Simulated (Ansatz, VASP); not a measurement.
**Ru2F: VASP beside Ansatz**

```xyz
3
Lattice="3.9225 0.0000 0.0000 -1.9612 3.3970 0.0000 0.0000 0.0000 2.8159" Properties=species:S:1:pos:R:3 pbc="T T T"
Ru    0.0000    2.2646    0.5343
Ru    1.9612    1.1323    2.2816
F     0.0000    0.0000    1.4080
```

Change from the starting cell: species swapped into the TmMg2 type (P-3m1, No. 164).

Alike in both runs: functional PBE; k mesh 12 × 12 × 16; occupations gaussian, width 0.1 eV; no spin polarisation.

Ansatz relaxed the structure, and its values are those at the end. VASP's run is a single point on that final structure, the one shown.

|  | VASP | Ansatz |
| --- | --- | --- |
| version | VASP 6.6.1 | Ansatz 0.2.0 |
| potentials or method | VASP PAW PBE potentials, release 64 (Ru_pv, F), cutoff 520 eV | scalar-relativistic, plane waves, PAW |
| valence electrons in the cell | 35 | 39 |

VASP gave:

- gap on the k mesh at the Fermi level (eV): none
- pressure (GPa): -0.1
- rms of the force components (eV/Å): 0.007

What did Ansatz give for the same quantities?

gap on the k mesh at the Fermi level (eV): none; pressure (GPa): 0.0; rms of the force components (eV/Å): 0.000.

A gap of «none» marks a metal or a gap that the smearing closes. The functional is the same, so the differences come from potentials, cutoffs and numerics. VASP's potentials hold 35 valence electrons a cell and Ansatz's 39, so a difference there can come from the potentials and not from the codes.
